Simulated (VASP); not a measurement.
# BN (P6_3mc) in VASP: further runs

Aim: see how the results for BN move with the level of theory and the settings. Levels: r2SCAN, PBE. Tasks: single point, relaxation of cell and atoms.

Everything below comes from runs of VASP 6.6.1. Logs are shortened: lines on timing, memory, paths and dates and some standing lists are left out, and cuts for length are marked.

### Step 1. The cell of the first run

The structure is hexagonal, space group P6_3mc (No. 186). Conventional cell: a = 2.548 Å, b = 2.548 Å, c = 8.375 Å, α = 90.00°, β = 90.00°, γ = 120.00°. B (site symmetry 3m) has 4 N at 1.56 Å within 2.1 Å. Within 2.1 Å of B (site symmetry 3m) lie 4 N at 1.56 to 1.58 Å. Within 2.1 Å of N (site symmetry 3m) lie 4 B at 1.56 Å. Within 2.1 Å of N (site symmetry 3m) lie 4 B at 1.56 to 1.58 Å.

### Step 2. Single point, r2SCAN

File POSCAR:

```
BN
1.0
    2.5479975837      0.0000000000      0.0000000000
   -1.2739987919      2.2066306362      0.0000000000
    0.0000000000      0.0000000000      8.3753606070
B N
4 4
Direct
    0.0000000000      0.0000000000      0.0003894310
    0.3333333333      0.6666666667      0.2496892038
    0.0000000000      0.0000000000      0.5003894310
    0.6666666667      0.3333333333      0.7496892038
    0.0000000000      0.0000000000      0.1869898389
    0.3333333333      0.6666666667      0.4379315264
    0.0000000000      0.0000000000      0.6869898389
    0.6666666667      0.3333333333      0.9379315264
```

File INCAR.step1:

```
PREC = Accurate
ENCUT = 520
ISMEAR = 0
SIGMA = 0.01
LREAL = F
LASPH = T
NELM = 80
NBANDS = 26
GGA = PE
ALGO = Normal
EDIFF = 1E-4
LWAVE = T
LCHARG = F
```

File INCAR.step2:

```
PREC = Accurate
ENCUT = 520
EDIFF = 1E-6
ISMEAR = 0
SIGMA = 0.01
LREAL = F
LASPH = T
NELM = 80
ALGO = Normal
ISIF = 2
LWAVE = F
LCHARG = F
METAGGA = R2SCAN
LMIXTAU = T
NBANDS = 26
ISTART = 1
```

File KPOINTS:

```
regular mesh
0
Gamma
  12 12 4
```

Potentials or basis: VASP PAW PBE potentials, release 64 (B, N).

Started as:

```console
$ cat potpaw_PBE.64/B/POTCAR potpaw_PBE.64/N/POTCAR > POTCAR
$ cp INCAR.step1 INCAR
$ mpirun -np 1 vasp_std > vasp.out
$ cp INCAR.step2 INCAR
$ mpirun -np 1 vasp_std > vasp.out
```

OUTCAR:

```text
PREC = Accurate
   ENCUT = 520
   EDIFF = 1E-6
   ISMEAR = 0
   LREAL = F
   LASPH = T
   NELM = 80
   ISIF = 2
   METAGGA = R2SCAN
   ISTART = 1

 ion  position               nearest neighbor table
   1  0.000  0.000  0.000-   8 1.56   8 1.56   8 1.56   5 1.56
   2  0.333  0.667  0.250-   5 1.56   5 1.56   5 1.56   6 1.58
   3  0.000  0.000  0.500-   6 1.56   6 1.56   6 1.56   7 1.56
   4  0.667  0.333  0.750-   7 1.56   7 1.56   7 1.56   8 1.58
   5  0.000  0.000  0.187-   2 1.56   2 1.56   2 1.56   1 1.56
   6  0.333  0.667  0.438-   3 1.56   3 1.56   3 1.56   2 1.58
   7  0.000  0.000  0.687-   4 1.56   4 1.56   4 1.56   3 1.56
   8  0.667  0.333  0.938-   1 1.56   1 1.56   1 1.56   4 1.58

  LATTYP: Found a hexagonal cell.
 ALAT       =     2.5479975837
 C/A-ratio  =     3.2870363224

  Lattice vectors:

 A1 = (   2.5479975837,   0.0000000000,   0.0000000000)
 A2 = (  -1.2739987919,   2.2066306362,   0.0000000000)
 A3 = (   0.0000000000,   0.0000000000,   8.3753606070)

Analysis of symmetry for initial positions (statically):
=====================================================================
 Subroutine PRICEL returns:
 Original cell was already a primitive cell.

 Routine SETGRP: Setting up the symmetry group for a
 hexagonal supercell.

 Subroutine GETGRP returns: Found 12 space group operations
 (whereof  6 operations were pure point group operations)
 out of a pool of 24 trial point group operations.

The static configuration has the point symmetry C_3v.
 The point group associated with its full space group is C_6v.

Analysis of symmetry for dynamics (positions and initial velocities):
=====================================================================
 Subroutine PRICEL returns:
 Original cell was already a primitive cell.

 Routine SETGRP: Setting up the symmetry group for a
 hexagonal supercell.

 Subroutine GETGRP returns: Found 12 space group operations
 (whereof  6 operations were pure point group operations)
 out of a pool of 24 trial point group operations.

The dynamic configuration has the point symmetry C_3v.
 The point group associated with its full space group is C_6v.

 Subroutine INISYM returns: Found 12 space group operations
 (whereof  6 operations are pure point group operations),
 and found     1 'primitive' translations

----------------------------------------------------------------------------------------

                                     Primitive cell

  volume of cell :      47.0904

  direct lattice vectors                    reciprocal lattice vectors
     2.547997584  0.000000000  0.000000000     0.392465050  0.226589802  0.000000000
    -1.273998792  2.206630636  0.000000000     0.000000000  0.453179605  0.000000000
     0.000000000  0.000000000  8.375360607     0.000000000  0.000000000  0.119397844

  length of vectors
     2.547997584  2.547997584  8.375360607     0.453179605  0.453179605  0.119397844

  position of ions in fractional coordinates (direct lattice)
     0.000000000  0.000000000  0.000389431
     0.333333333  0.666666667  0.249689204
     0.000000000  0.000000000  0.500389431
     0.666666667  0.333333333  0.749689204
     0.000000000  0.000000000  0.186989839
     0.333333333  0.666666667  0.437931526
     0.000000000  0.000000000  0.686989839
     0.666666667  0.333333333  0.937931526

  ion indices of the primitive-cell ions
   primitive index   ion index
                 1           1
                 2           2
                 3           3
                 4           4
                 5           5
                 6           6
                 7           7
                 8           8

----------------------------------------------------------------------------------------

 KPOINTS: regular mesh

Automatic generation of k-mesh.
 Grid dimensions read from file:
 generate k-points for:   12   12    4

 Generating k-lattice:

  Cartesian coordinates                     Fractional coordinates (reciprocal lattice)
     0.032705421  0.018882484  0.000000000     0.083333333 -0.000000000  0.000000000
[... 50 lines left out ...]
  ---------------------------------------------------
  ext. energy  EPLUGINS =         0.00000000
  ---------------------------------------------------
  free energy    TOTEN  =       -76.62097328 eV

  energy without entropy =      -76.62097328  energy(sigma->0) =      -76.62097328

 E-fermi :   7.4162     XC(G=0): -13.6591

 val. band max:        7.3611900274   @ k =   0.0000   0.0000   0.0000
 cond. band min:      13.4186473088   @ k =   0.5000   0.0000   0.0000
 fundamental gap:      6.0574572814
 Fermi energy:         7.4161915866

 k-point     1 :       0.0000    0.0000    0.0000
  band No.  band energies     occupation
      1     -14.0576      2.00000
      2     -12.5751      2.00000
      3     -12.4992      2.00000
      4      -9.7766      2.00000
      5      -3.8678      2.00000
      6       1.4765      2.00000
[... 18 lines left out ...]
     25      18.6382      0.00000
     26      18.7154      0.00000

 k-point     2 :       0.0833    0.0000    0.0000
  band No.  band energies     occupation
      1     -13.9011      2.00000
      2     -12.4269      2.00000
      3     -12.3511      2.00000
      4      -9.6586      2.00000
      5      -3.7121      2.00000
      6       1.5205      2.00000
[... 18 lines left out ...]
     25      18.8575      0.00000
     26      19.0426      0.00000

 k-point     3 :       0.1667    0.0000    0.0000
  band No.  band energies     occupation
      1     -13.4370      2.00000
      2     -11.9907      2.00000
      3     -11.9147      2.00000
      4      -9.3222      2.00000
      5      -3.2509      2.00000
      6       1.4950      2.00000
[... 572 lines left out ...]
 k-point    23 :       0.2500    0.0000    0.2500
  band No.  band energies     occupation
      1     -12.5912      2.00000
      2     -11.8652      2.00000
      3     -10.5316      2.00000
      4      -9.1092      2.00000
      5      -2.1270      2.00000
      6      -0.1689      2.00000
[... 18 lines left out ...]
     25      20.2111      0.00000
     26      21.2759      0.00000

 k-point    24 :       0.3333    0.0000    0.2500
  band No.  band energies     occupation
      1     -11.6013      2.00000
      2     -10.9310      2.00000
      3      -9.7391      2.00000
      4      -8.5701      2.00000
      5      -1.7568      2.00000
      6      -1.3288      2.00000
[... 18 lines left out ...]
     25      20.8258      0.00000
     26      21.4732      0.00000

 [... further k-points ...]

------------------------ aborting loop because EDIFF is reached ----------------------------------------

  FORCE on cell =-STRESS in cart. coord.  units (eV):
  Direction    XX          YY          ZZ          XY          YZ          ZX
  --------------------------------------------------------------------------------------
  -------------------------------------------------------------------------------------
  Total        0.3252269      0.3252269      0.3195786     -0.0000000      0.0000000      0.0000000
  in kB       11.0653434     11.0653434     10.8731693     -0.0000000      0.0000000      0.0000000
  external PRESSURE =      11.0012854 kB  Pullay stress =       0.0000000 kB

 VOLUME and BASIS-vectors are now :
 -----------------------------------------------------------------------------
  energy-cutoff  :      520.00
  volume of cell :       47.09
      direct lattice vectors                 reciprocal lattice vectors
     2.547997584  0.000000000  0.000000000     0.392465050  0.226589802  0.000000000
    -1.273998792  2.206630636  0.000000000     0.000000000  0.453179605  0.000000000
     0.000000000  0.000000000  8.375360607     0.000000000  0.000000000  0.119397844

 POSITION                                       TOTAL-FORCE (eV/Angst)
 -----------------------------------------------------------------------------------
      0.00000      0.00000      0.00326        -0.000000     -0.000000     -0.000054
     -0.00000      1.47109      2.09124         0.000000      0.000000      0.002191
      0.00000      0.00000      4.19094         0.000000      0.000000     -0.000054
      1.27400      0.73554      6.27892        -0.000000     -0.000000      0.002191
      0.00000      0.00000      1.56611         0.000000      0.000000     -0.001125
     -0.00000      1.47109      3.66783         0.000000     -0.000000     -0.001011
      0.00000      0.00000      5.75379        -0.000000      0.000000     -0.001125
      1.27400      0.73554      7.85551        -0.000000      0.000000     -0.001011
 -----------------------------------------------------------------------------------
    total drift:                                0.000000      0.000000     -0.003118

  FREE ENERGIE OF THE ION-ELECTRON SYSTEM (eV)
  ---------------------------------------------------
  free  energy   TOTEN  =       -76.6209732759 eV

  energy  without entropy=      -76.6209732759  energy(sigma->0) =      -76.62097328
```

Run time: 2.5 min. Hardware: 1 thread of Intel Xeon Platinum 8488C (Sapphire Rapids), shared host; peak memory 0.19 GiB.

Results:

```
Free energy            : -76.6210 eV
Pressure               : 1.1 GPa
Band gap on the k mesh : 6.06 eV, indirect (least direct gap 8.17 eV)
```

Forces on the atoms (eV/Å):
```
B    0.000  0.000  0.000
B    0.000  0.000  0.002
B    0.000  0.000  0.000
B    0.000  0.000  0.002
N    0.000  0.000 -0.001
N    0.000  0.000 -0.001
N    0.000  0.000 -0.001
N    0.000  0.000 -0.001
```

Levels at points of the mesh, in eV from the valence-band top:
```tsv
k point	band 13	band 14	band 15	band 16	band 17	band 18	band 19	band 20
(0.00, 0.00, 0.00)	-1.14	-0.13	0.00	0.00	9.31	9.31	9.47	10.04
(0.50, 0.00, 0.00)	-3.84	-3.65	-2.71	-2.11	6.06	6.44	8.69	10.07
(0.00, 0.00, 0.50)	-0.39	-0.39	-0.39	-0.39	9.81	9.81	9.81	9.81
(0.50, 0.00, 0.50)	-3.61	-3.61	-2.70	-2.70	6.58	6.58	9.03	9.03
```

Caveat: the PAW data sets were made with another functional, which shifts forces and pressure a little. r2SCAN opens gaps a little over a GGA but as a rule still falls short of measured ones.

### Step 3. Relaxation of cell and atoms, PBE

This run uses another cell than the first one, of 4.79 Å³/atom, 0.814 times its volume.

File INCAR:

```
  PREC = Accurate
  ENCUT = 600
  EDIFF = 1E-7
  ISMEAR = -1
  SIGMA = 0.02
  LREAL = False
  LASPH = True
  NELM = 100
  ALGO = Normal
  ISIF = 3
  LWAVE = False
  LCHARG = False
  GGA = PE
  IBRION = 2
  NSW = 80
  EDIFFG = -0.005
```

KPOINTS is that of step 2.

File POSCAR:

```
BN
1.0
    2.3841700163      0.0000000000      0.0000000000
   -1.1920850082      2.0647518011      0.0000000000
    0.0000000000      0.0000000000      7.7866992733
B N
4 4
Direct
    0.0000000000      0.0000000000      0.0000000000
    0.3333333333      0.6666666667      0.2500000000
    0.0000000000      0.0000000000      0.5000000000
    0.6666666667      0.3333333333      0.7500000000
    0.0000000000      0.0000000000      0.1875000000
    0.3333333333      0.6666666667      0.4375000000
    0.0000000000      0.0000000000      0.6875000000
    0.6666666667      0.3333333333      0.9375000000
```

Potentials or basis: VASP PAW PBE potentials, release 64 (B, N).

Started as:

```console
$ cat potpaw_PBE.64/B/POTCAR potpaw_PBE.64/N/POTCAR > POTCAR
$ mpirun -np 1 vasp_std > vasp.out
```

Run time: 2.4 min. Hardware: 1 thread of Intel Xeon 6975P-C (Granite Rapids), shared host; peak memory 0.19 GiB.

The run converged. Its results:

- Free energy: -69.7359 eV
- Relaxed volume: 5.96 Å³/atom
- Relaxed cell: a = 2.559 Å, b = 2.559 Å, c = 8.411 Å, α = 90.00°, β = 90.00°, γ = 120.00°
- Space group after relaxing (to 0.05 Å): P6_3mc (No. 186)
- Energy gained by relaxing: 375.3 meV/atom
- Ionic steps: 9
- Pressure after relaxing: 0.0 GPa
- Largest force after relaxing: 0.005 eV/Å
- Band gap on the k mesh: 5.49 eV, indirect (least direct gap 7.50 eV)

Forces on the atoms (eV/Å):
```
B    0.000  0.000  0.004
B    0.000  0.000 -0.005
B    0.000  0.000  0.004
B    0.000  0.000 -0.005
N    0.000  0.000  0.003
N    0.000  0.000 -0.002
N    0.000  0.000  0.003
N    0.000  0.000 -0.002
```

Step by step:
| step | energy change (eV) | largest force (eV/Å) | pressure (GPa) | volume (Å³) |
| --- | --- | --- | --- | --- |
| 1 | 0.0000 | 0.3109 | 121.27 | 38.33 |
| 2 | 0.4064 | 0.4227 | -61.55 | 62.17 |
| 3 | -2.9939 | 0.2197 | -3.96 | 48.22 |
| 4 | -3.0004 | 0.2083 | -0.71 | 47.80 |
| 5 | -3.0005 | 0.2028 | 0.89 | 47.59 |
| 6 | -3.0006 | 0.2266 | 0.62 | 47.63 |
| 7 | -3.0023 | 0.0264 | 0.74 | 47.61 |
| 8 | -3.0024 | 0.0258 | -0.45 | 47.76 |
| 9 | -3.0025 | 0.0048 | 0.03 | 47.70 |

Final structure:
```cif
data_structure
_symmetry_space_group_name_H-M 'P 1'
_symmetry_Int_Tables_number 1
_cell_length_a 2.5591
_cell_length_b 2.5591
_cell_length_c 8.4105
_cell_angle_alpha 90.000
_cell_angle_beta 90.000
_cell_angle_gamma 120.000
_cell_volume 47.70
loop_
_atom_site_label
_atom_site_type_symbol
_atom_site_fract_x
_atom_site_fract_y
_atom_site_fract_z
_atom_site_occupancy
B1 B 0.00000 0.00000 0.00037 1
B2 B 0.33333 0.66667 0.24971 1
B3 B 0.00000 0.00000 0.50037 1
B4 B 0.66667 0.33333 0.74971 1
N1 N 0.00000 0.00000 0.18700 1
N2 N 0.33333 0.66667 0.43793 1
N3 N 0.00000 0.00000 0.68700 1
N4 N 0.66667 0.33333 0.93793 1
```

Levels at points of the mesh, in eV from the valence-band top:
```
           k point  band 13  band 14  band 15  band 16  band 17  band 18  band 19  band 20
(0.00, 0.00, 0.00)    -1.09    -0.13     0.00     0.00     8.56     8.56     8.70     9.21
(0.50, 0.00, 0.00)    -3.64    -3.46    -2.58    -2.01     5.49     5.85     7.99     9.34
(0.00, 0.00, 0.50)    -0.37    -0.37    -0.37    -0.37     9.03     9.03     9.03     9.11
(0.50, 0.00, 0.50)    -3.44    -3.44    -2.57    -2.57     5.98     5.98     8.33     8.33
```

Caveat: the volume moved by over 15 % at a fixed basis, so the end points are rough. A k mesh can miss the band edges.

### Step 4. Relaxation of cell and atoms, r2SCAN

This run uses another cell than the first one, of 5.96 Å³/atom, 1.012 times its volume.

File POSCAR:

```
BN
1.0
    2.5584475413      0.0000000000      0.0000000000
   -1.2792237707      2.2156805650      0.0000000000
    0.0000000000      0.0000000000      8.4089442510
B N
4 4
Direct
    0.0000000000      0.0000000000      0.0003724738
    0.3333333333      0.6666666667      0.2497003559
    0.0000000000      0.0000000000      0.5003724738
    0.6666666667      0.3333333333      0.7497003559
    0.0000000000      0.0000000000      0.1870105300
    0.3333333333      0.6666666667      0.4379166404
    0.0000000000      0.0000000000      0.6870105300
    0.6666666667      0.3333333333      0.9379166404
```

File INCAR.step1:

```
ALGO = Normal
EDIFF = 1E-4
ENCUT = 600
GGA = PE
ISMEAR = -1
LASPH = T
LCHARG = F
LREAL = F
LWAVE = T
NELM = 80
PREC = Accurate
SIGMA = 0.02
```

File INCAR.step2:

```
ALGO = Normal
EDIFF = 1E-6
EDIFFG = -0.005
ENCUT = 600
IBRION = 2
ISIF = 3
ISMEAR = -1
ISTART = 1
LASPH = T
LCHARG = F
LMIXTAU = T
LREAL = F
LWAVE = F
METAGGA = R2SCAN
NELM = 80
NSW = 80
PREC = Accurate
SIGMA = 0.02
```

File KPOINTS:

```
k-points
0
Gamma
  12 12 4
```

Started as:

```console
$ cat potpaw_PBE.64/B/POTCAR potpaw_PBE.64/N/POTCAR > POTCAR
$ cp INCAR.step1 INCAR
$ mpirun -np 1 vasp_std > vasp.out
$ cp INCAR.step2 INCAR
$ mpirun -np 1 vasp_std > vasp.out
```

Wall time 8.3 min (1 thread of Intel Xeon 6975P-C (Granite Rapids), shared host); peak memory 0.2 GiB.

Results (log left out):

```yaml
Free_energy: -76.6340 eV
Relaxed_volume: 5.90 Å³/atom
Relaxed_cell: a = 2.551 Å, b = 2.551 Å, c = 8.384 Å, α = 90.00°, β = 90.00°, γ = 120.00°
Space_group_after_relaxing_to_0.05_Å: P6_3mc (No. 186)
Energy_gained_by_relaxing: 0.6 meV/atom
Ionic_steps: 6
Pressure_after_relaxing: 0.0 GPa
Band_gap_on_the_k_mesh: 6.05 eV, indirect (least direct gap 8.16 eV)
```

The path:
```csv
step,energy change (eV),largest force (eV/Å),pressure (GPa),volume (Å³)
1,0.0000,0.0103,-3.55,47.67
2,0.0009,0.0231,3.96,46.76
3,-0.0049,0.0054,0.00,47.23
4,-0.0049,0.0057,0.07,47.22
5,-0.0049,0.0067,-0.06,47.24
6,-0.0049,0.0006,-0.01,47.23
```

Final structure:
```
B N
1.0
     2.55055    0.00000    0.00000
    -1.27528    2.20884    0.00000
     0.00000    0.00000    8.38356
B N
4 4
Direct
  0.00000 0.00000 0.00039
  0.33333 0.66667 0.24969
  0.00000 0.00000 0.50039
  0.66667 0.33333 0.74969
  0.00000 0.00000 0.18699
  0.33333 0.66667 0.43793
  0.00000 0.00000 0.68699
  0.66667 0.33333 0.93793
```

Levels at points of the mesh, in eV from the valence-band top:
```tsv
k point	band 12	band 13	band 14	band 15	band 16	band 17	band 18	band 19	band 20	band 21
(0.00, 0.00, 0.00)	-1.14	-1.14	-0.13	0.00	0.00	9.30	9.30	9.45	10.00	10.46
(0.50, 0.00, 0.00)	-3.89	-3.83	-3.64	-2.70	-2.11	6.05	6.44	8.68	10.04	10.61
(0.00, 0.00, 0.50)	-1.86	-0.39	-0.39	-0.39	-0.39	9.79	9.79	9.79	9.79	9.91
(0.50, 0.00, 0.50)	-4.80	-3.60	-3.60	-2.69	-2.69	6.57	6.57	9.01	9.01	11.24
```

Caveat: the PAW data sets were made with another functional, which shifts forces and pressure a little. A k mesh can miss the band edges.

### Step 5. Overview

```tsv
task	level	cell	cutoff (eV)	smearing	gap on the mesh (eV)	pressure (GPa)	relaxed volume (Å³/atom)
single point	r2SCAN	a = 2.548, b = 2.548, c = 8.375 Å, angles 90.0, 90.0, 120.0°, 8 atoms	520	gaussian 0.01 eV	6.06	1.1	-
relaxation of cell and atoms	PBE	relaxed from a = 2.384, b = 2.384, c = 7.787 Å, angles 90.0, 90.0, 120.0°, 8 atoms	600	fermi-dirac 0.02 eV	5.49	0.0	5.96
relaxation of cell and atoms	r2SCAN	relaxed from a = 2.558, b = 2.558, c = 8.409 Å, angles 90.0, 90.0, 120.0°, 8 atoms	600	fermi-dirac 0.02 eV	6.05	0.0	5.90
```

Alike in all rows: potentials or basis VASP PAW PBE potentials, release 64 (B, N); no spin polarisation; k mesh 12 × 12 × 4.

Caveats: the PAW data sets were made with another functional, which shifts forces and pressure a little (some runs); the volume moved by over 15 % at a fixed basis, so the end points are rough (some runs).

Total energies depend on the potentials used, so only differences within one code and one set of settings carry meaning.
